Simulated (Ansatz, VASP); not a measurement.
# One calculation of F, two programs

INCAR

```
SYSTEM = F
ALGO     = Normal         ! electronic algorithm
EDIFF    = 1E-6           ! SCF threshold, eV
ENCUT    = 520            ! plane-wave cutoff, eV
GGA      = PS             ! functional
ISIF     = 2              ! what is computed and relaxed
ISMEAR   = -1             ! smearing method
LASPH    = .TRUE.         ! aspherical terms in the spheres
LCHARG   = .TRUE.         ! write CHGCAR
LELF     = .TRUE.         ! ELF
LREAL    = .FALSE.        ! projectors in reciprocal space
LVHAR    = .TRUE.       
LWAVE    = .FALSE.        ! write WAVECAR
NBANDS   = 14             ! bands
NELM     = 100            ! most SCF steps
PREC     = Accurate       ! precision mode
SIGMA    = 0.08           ! smearing width, eV
```

Contents of KPOINTS:

```
k-points
0
G
  14 14 14
  0 0 0
```

Contents of POSCAR:

```
F
1.0
    0.0000000000      1.9940149621      1.9940149621
    1.9940149621      0.0000000000      1.9940149621
    1.9940149621      1.9940149621      0.0000000000
F
2
Direct
   -0.1250000000     -0.1250000000     -0.1250000000
    0.1250000000      0.1250000000      0.1250000000
```

Input for Ansatz:

```yaml
crystal:
  lattice:
    - [0.0, 1.9940149621, 1.9940149621]
    - [1.9940149621, 0.0, 1.9940149621]
    - [1.9940149621, 1.9940149621, 0.0]
  atoms:
    - { symbol: F, position: [-0.125, -0.125, -0.125] }
    - { symbol: F, position: [0.125, 0.125, 0.125] }
kpoints:
  mp_grid: { grid: [14, 14, 14] }
scf:
  occupations: { method: fermi_dirac, width: 0.08 }
hamiltonian:
  xc: pbesol
  pseudopotentials: { kind: all_electron, lapw: { basis_error: 0.001 } }
output:
  forces: true
  stress: true
  eigenvalues: true
  populations: true
```

Change from the starting cell: volume scaled by 0.58, LAPW.

Alike in both runs: task single point; functional PBEsol; k mesh 14 × 14 × 14; occupations fermi-dirac, width 0.08 eV; no spin polarisation.

|  | VASP | Ansatz |
| --- | --- | --- |
| version | VASP 6.6.1 | Ansatz 0.2.0 |
| potentials or method | VASP PAW PBE potentials, release 64 (F), cutoff 520 eV | all-electron LAPW, scalar-relativistic |

VASP gave:

| Quantity | Value |
| --- | --- |
| pressure (GPa) | 96.4 |

Q: What did Ansatz give for the same quantities?

A: Pressure (GPa): 97.2.

VASP's potentials were made for PBE, not for PBEsol. Both programs put the cell under a high pressure, so it lies far from rest at this level. Ansatz ran all-electron here, and VASP with PAW potentials.

Noted on VASP's run: the cell as given lies far from equilibrium.
